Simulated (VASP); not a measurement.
# Rh (Fm-3m) in VASP: notebook

The runs below take Rh through single point, with PBE.

All numbers are computed with VASP 6.6.1; they aren't measurements. Logs are shortened: lines on timing, memory, paths and dates and some standing lists are left out, and cuts for length are marked.

### 1 The cell of the first run

Symmetry: Fm-3m, No. 225, cubic system. The conventional cell has a = 3.831 Å, b = 3.831 Å, c = 3.831 Å, α = 90.00°, β = 90.00°, γ = 90.00°. Within 3.6 Å of Rh (site symmetry m-3m) lie 12 Rh at 2.71 Å.

### 2 Single point, PBE

Contents of INCAR:

```
SYSTEM = Rh
ALGO = Normal ; EDIFF = 1E-6
ENCUT = 500 ; GGA = PE
GGA_COMPAT = .FALSE. ; ISIF = 2
ISMEAR = -1 ; LASPH = .TRUE.
LCHARG = .FALSE. ; LREAL = .FALSE.
LWAVE = .FALSE. ; NBANDS = 38
NELM = 120 ; PREC = Accurate
SIGMA = 0.1
```

Contents of KPOINTS:

```
k-points
0
G
  2 2 2
  0 0 0
```

Contents of POSCAR:

```
Rh
1.0
    3.8308920400      0.0000000000      0.0000000000
    0.0000000000      3.8308920400      0.0000000000
    0.0000000000      0.0000000000      3.8308920400
Rh
4
Direct
    0.5000000000      0.5000000000      0.0000000000
    0.0000000000      0.0000000000      0.0000000000
    0.5000000000      0.0000000000      0.5000000000
    0.0000000000      0.5000000000      0.5000000000
```

Potentials or basis: VASP PAW PBE potentials, release 64 (Rh_pv).

Launch:

```bash
$ cat potpaw_PBE.64/Rh_pv/POTCAR > POTCAR
$ mpirun -np 1 vasp_std > vasp.out
```

OUTCAR:

```text
SYSTEM = Rh
   EDIFF = 1E-6
   ENCUT = 500
   GGA = PE
   ISIF = 2
   ISMEAR = -1
   LASPH = .TRUE.
   LREAL = .FALSE.
   NELM = 120
   PREC = Accurate

 ion  position               nearest neighbor table
   1  0.500  0.500  0.000-   2 2.71   3 2.71   4 2.71   3 2.71   4 2.71   2 2.71   3 2.71   3 2.71
                             2 2.71   4 2.71   4 2.71   2 2.71
   2  0.000  0.000  0.000-   1 2.71   3 2.71   4 2.71   3 2.71   4 2.71   1 2.71   4 2.71   4 2.71
                             1 2.71   3 2.71   3 2.71   1 2.71
   3  0.500  0.000  0.500-   1 2.71   2 2.71   4 2.71   1 2.71   2 2.71   1 2.71   4 2.71   1 2.71
                             2 2.71   4 2.71   2 2.71   4 2.71
   4  0.000  0.500  0.500-   1 2.71   2 2.71   3 2.71   1 2.71   2 2.71   2 2.71   3 2.71   2 2.71
                             1 2.71   3 2.71   1 2.71   3 2.71

  LATTYP: Found a simple cubic cell.
 ALAT       =     3.8308920400

  Lattice vectors:

 A1 = (   3.8308920400,   0.0000000000,   0.0000000000)
 A2 = (   0.0000000000,   3.8308920400,   0.0000000000)
 A3 = (   0.0000000000,   0.0000000000,   3.8308920400)

Analysis of symmetry for initial positions (statically):
=====================================================================
 Subroutine PRICEL returns following result:

  LATTYP: Found a face centered cubic cell.
 ALAT       =     3.8308920400

  Lattice vectors:

 A1 = (   1.9154460200,  -1.9154460200,   0.0000000000)
 A2 = (   1.9154460200,   0.0000000000,   1.9154460200)
 A3 = (   0.0000000000,  -1.9154460200,   1.9154460200)

   4 primitive cells build up your supercell.

 Routine SETGRP: Setting up the symmetry group for a
 simple cubic supercell.

 Subroutine GETGRP returns: Found 48 space group operations
 (whereof 48 operations were pure point group operations)
 out of a pool of 48 trial point group operations.

The static configuration has the point symmetry O_h .

Analysis of symmetry for dynamics (positions and initial velocities):
=====================================================================
 Subroutine PRICEL returns following result:

  LATTYP: Found a face centered cubic cell.
 ALAT       =     3.8308920400

  Lattice vectors:

 A1 = (   1.9154460200,  -1.9154460200,   0.0000000000)
 A2 = (   1.9154460200,   0.0000000000,   1.9154460200)
 A3 = (   0.0000000000,  -1.9154460200,   1.9154460200)

   4 primitive cells build up your supercell.

[... 81 lines left out ...]
   LASPH  =      T    aspherical Exc in radial PAW
   ENCUT  =  500.0 eV  36.75 Ry    6.06 a.u.   6.98  6.98  6.98*2*pi/ulx,y,z
   NELM   =    120;   NELMIN=  2; NELMDL= -5     # of ELM steps
   EDIFF  = 0.1E-05   stopping-criterion for ELM
   LREAL  =      F    real-space projection
   EDIFFG = 0.1E-04   stopping-criterion for IOM
   NSW    =      0    number of steps for IOM
   IBRION =     -1    ionic relax: 0-MD 1-quasi-New 2-CG
   NFREE  =      0    steps in history (QN), initial steepest desc. (CG)
   ISIF   =      2    stress and relaxation
   ISYM   =      2    0-nonsym 1-usesym 2-fastsym
   POTIM  = 0.5000    time-step for ionic-motion
   TEBEG  =    0.0;   TEEND  =   0.0 temperature during run
   PSTRESS=    0.0 pullay stress
   NELECT =      60.0000    total number of electrons
   NUPDOWN=      -1.0000    fix difference up-down
   EMIN   =  10.00;   EMAX   =-10.00  energy-range for DOS
   EFERMI =   0.00;   METHOD = LEGACY
   ISMEAR =    -1;   SIGMA  =   0.10  broadening in eV -4-tet -1-fermi 0-gaus
   EFERMI_NEDOS =   21; number of points for ismear=-14 and -15
   IALGO  =     38    algorithm
   IMIX   =      4    mixing-type and parameters
     AMIX     =   0.40;   BMIX     =  1.00
     AMIX_MAG =   1.60;   BMIX_MAG =  1.00
  volume/ion in A,a.u.               =      14.06        94.85
  Fermi-wavevector in a.u.,A,eV,Ry     =   1.672985  3.161483 38.081050  2.798878
  Thomas-Fermi vector in A             =   2.758036
   LORBIT       =      0    0 simple, 1 ext, 2 COOP (PROOUT), +10 PAW based schemes
   GGA     = PE    functional components
   LHFCALC =     F    Hartree Fock is set to
   AEXX    =    0.0000 exact exchange contribution
   IVDW    =     0    specifies the selected vdW correction
   LEPSILON=     F    determine dielectric tensor
   LRPA    =     F    only Hartree local field effects (RPA)
 non-spin polarized calculation
  energy-cutoff  :      500.00
  volume of cell :       56.22
 maximum number of plane-waves:      1472
 NGX is ok and might be reduce to    28
   NGX = 13   NGY = 13   NGZ = 13

 number of electron      60.0000049 magnetization

 Free energy of the ion-electron system (eV)
  ---------------------------------------------------
  ext. energy  EPLUGINS =         0.00000000
  ---------------------------------------------------
  free energy    TOTEN  =       -30.08652029 eV

  energy without entropy =      -30.04754702  energy(sigma->0) =      -30.06703365

 E-fermi :  11.7241     XC(G=0): -13.8598

 val. band max:       11.3590298752   @ k =   0.5000   0.0000   0.0000
 cond. band min:      12.1439320969   @ k =   0.0000   0.0000   0.0000
 fundamental gap:      0.7849022217
 Fermi energy:        11.7240965819

 k-point     1 :       0.0000    0.0000    0.0000
  band No.  band energies     occupation
      1     -35.3255      2.00000
      2     -35.3255      2.00000
      3     -35.3255      2.00000
      4     -34.9335      2.00000
      5     -34.9335      2.00000
      6     -34.9335      2.00000
[... 153 lines left out ...]
     37      19.9948      0.00000
     38      19.9948      0.00000

------------------------ aborting loop because EDIFF is reached ----------------------------------------

  FORCE on cell =-STRESS in cart. coord.  units (eV):
  Direction    XX          YY          ZZ          XY          YZ          ZX
  --------------------------------------------------------------------------------------
  -------------------------------------------------------------------------------------
  Total       -1.4046114     -1.4046114     -1.4046114     -0.0000000      0.0000000     -0.0000000
  in kB      -40.0282890    -40.0282890    -40.0282890     -0.0000000      0.0000000     -0.0000000
  external PRESSURE =     -40.0282890 kB  Pullay stress =       0.0000000 kB

 VOLUME and BASIS-vectors are now :
 -----------------------------------------------------------------------------
  energy-cutoff  :      500.00
  volume of cell :       56.22
      direct lattice vectors                 reciprocal lattice vectors
     3.830892040  0.000000000  0.000000000     0.261035808  0.000000000  0.000000000
     0.000000000  3.830892040  0.000000000     0.000000000  0.261035808  0.000000000
     0.000000000  0.000000000  3.830892040     0.000000000  0.000000000  0.261035808

 POSITION                                       TOTAL-FORCE (eV/Angst)
 -----------------------------------------------------------------------------------
      1.91545      1.91545      0.00000        -0.000000     -0.000000     -0.000000
      0.00000      0.00000      0.00000        -0.000000     -0.000000      0.000000
      1.91545      0.00000      1.91545         0.000000      0.000000      0.000000
      0.00000      1.91545      1.91545         0.000000     -0.000000     -0.000000
 -----------------------------------------------------------------------------------
    total drift:                                0.000000      0.000000      0.000000

  FREE ENERGIE OF THE ION-ELECTRON SYSTEM (eV)
  ---------------------------------------------------
  free  energy   TOTEN  =       -30.0865202907 eV

  energy  without entropy=      -30.0475470152  energy(sigma->0) =      -30.06703365
```

stdout:

```text
POSCAR found type information on POSCAR Rh
 POSCAR found :  1 types and       4 ions
 scaLAPACK will be used
 LDA part: xc-table for (Slater+PW92), standard interpolation
 POSCAR, INCAR and KPOINTS ok, starting setup
 FFT: planning ... GRIDC
 FFT: planning ... GRID_SOFT
 FFT: planning ... GRID
 WAVECAR not read
 entering main loop
```

Wall time 7.4 s (1 thread of AMD EPYC 7R13 (Zen 3), shared host); peak memory 0.12 GiB.

What came out:

* Free energy: -30.0865 eV
* Pressure: -4.0 GPa
* Band gap on the k mesh: zero (band 30 reaches 12.58 eV, above the bottom of band 31 at 10.56 eV)

Caveat: the k points lie up to 0.82 Å⁻¹ apart.

### 3 Single point, PBE

Contents of INCAR:

```
PREC = Accurate ; ENCUT = 500
EDIFF = 1E-6 ; ISMEAR = -1
SIGMA = 0.1 ; LREAL = False
LASPH = True ; NELM = 120
ALGO = Normal ; ISIF = 2
LWAVE = False ; LCHARG = False
GGA = PE ; NBANDS = 38
GGA_COMPAT = False
```

Contents of KPOINTS:

```
Automatic mesh
0
Gamma
  2 2 2
```

POSCAR is that of step 2.

Potentials or basis: VASP PAW PBE potentials, release 64 (Rh_pv).

Launch:

```bash
$ cat potpaw_PBE.64/Rh_pv/POTCAR > POTCAR
$ mpirun -np 1 vasp_std > vasp.out
```

Wall time 7.2 s (1 thread of AMD EPYC 7R13 (Zen 3), shared host); peak memory 0.12 GiB.

The run converged. Its results:

| Item | Value |
| --- | --- |
| Free energy | -30.0865 eV |
| Pressure | -4.0 GPa |
| Band gap on the k mesh | zero (band 30 reaches 12.58 eV, above the bottom of band 31 at 10.56 eV) |

Levels at points of the mesh, in eV from the Fermi level:
```tsv
k point	band 26	band 27	band 28	band 29	band 30	band 31
(0.00, 0.00, 0.00)	0.42	0.42	0.85	0.85	0.85	0.85
(0.50, 0.00, 0.00)	-1.52	-1.52	-1.52	-1.28	-1.28	-0.37
(0.50, 0.50, 0.00)	-1.95	-1.95	-1.95	-1.17	-1.17	-1.17
(0.50, 0.50, 0.50)	0.45	0.45	0.45	0.45	0.45	0.45
```

Caveat: the k points lie up to 0.82 Å⁻¹ apart.
